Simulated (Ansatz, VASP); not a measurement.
# HfO2 in VASP and in Ansatz

INCAR

```
PREC = Accurate
ENCUT = 520
EDIFF = 1E-6
ISMEAR = 0
SIGMA = 0.05
LREAL = False
LASPH = True
NELM = 60
ALGO = Normal
ISIF = 2
LWAVE = False
LCHARG = True
GGA = PE
LELF = True
LVHAR = True
NBANDS = 31
```

The input KPOINTS:

```
regular mesh
0
Gamma
  6 6 8
```

The input POSCAR:

```
HfO2
1.0
    4.8812150602      0.0000000000      0.0000000000
    0.0000000000      4.8812150602      0.0000000000
    0.0000000000      0.0000000000      3.2378896156
Hf O
2 4
Direct
    0.0000000000      0.0000000000     -0.0626951577
    0.5000000000      0.5000000000      0.5626951577
    0.1494305747      0.7597983563      0.4798800679
    0.3505694253      0.2597983563      0.0201199321
    0.6494305747      0.7402016437      0.0201199321
    0.8505694253      0.2402016437      0.4798800679
```

Input for Ansatz:

```yaml
crystal:
  lattice:
    - [4.8812150602, 0.0, 0.0]
    - [0.0, 4.8812150602, 0.0]
    - [0.0, 0.0, 3.2378896156]
  atoms:
    - { symbol: Hf, position: [0.0, 0.0, -0.0626951577] }
    - { symbol: Hf, position: [0.5, 0.5, 0.5626951577] }
    - { symbol: O, position: [0.1494305747, 0.7597983563, 0.4798800679] }
    - { symbol: O, position: [0.3505694253, 0.2597983563, 0.0201199321] }
    - { symbol: O, position: [0.6494305747, 0.7402016437, 0.0201199321] }
    - { symbol: O, position: [0.8505694253, 0.2402016437, 0.4798800679] }
basis:
  ecutwfc: 520.0
kpoints:
  mp_grid: { grid: [6, 6, 8] }
hamiltonian:
  xc: pbe
  pseudopotentials: { kind: paw, azcp: { folder: soft_1 } }
scf:
  occupations: { method: gaussian, width: 0.05 }
output:
  forces: true
  stress: true
  eigenvalues: true
```

Change from the starting cell: mode 4 frozen in at -0.203 Å and mode 5 at -0.313 Å (largest displacements).

Alike in both runs: task single point; functional PBE; k mesh 6 × 6 × 8; occupations gaussian, width 0.05 eV; no spin polarisation.

|  | VASP | Ansatz |
| --- | --- | --- |
| version | VASP 6.6.1 | Ansatz 0.2.0 |
| potentials or method | VASP PAW PBE potentials, release 64 (Hf_pv, O), cutoff 520 eV | scalar-relativistic, plane waves, PAW |
| valence electrons in the cell | 44 | 76 |

|  | VASP | Ansatz | Ansatz less VASP |
| --- | --- | --- | --- |
| gap on the k mesh at the Fermi level (eV) | 4.13 | 4.18 | +0.045 |
| least direct gap on the mesh (eV) | 4.18 | 4.23 | +0.054 |
| pressure (GPa) | -6.5 | -4.0 | +2.59 |
| traceless stress, the component that is largest in VASP (GPa) | -1.38 | -1.47 | -0.083 |
| rms of the force components (eV/Å) | 0.460 | 0.443 | -0.0168 |

Atom by atom the forces differ by 0.043 eV/Å (rms over components). VASP's potentials hold 44 valence electrons a cell and Ansatz's 76, so a difference there can come from the potentials and not from the codes.

Neither program's run includes spin-orbit coupling.
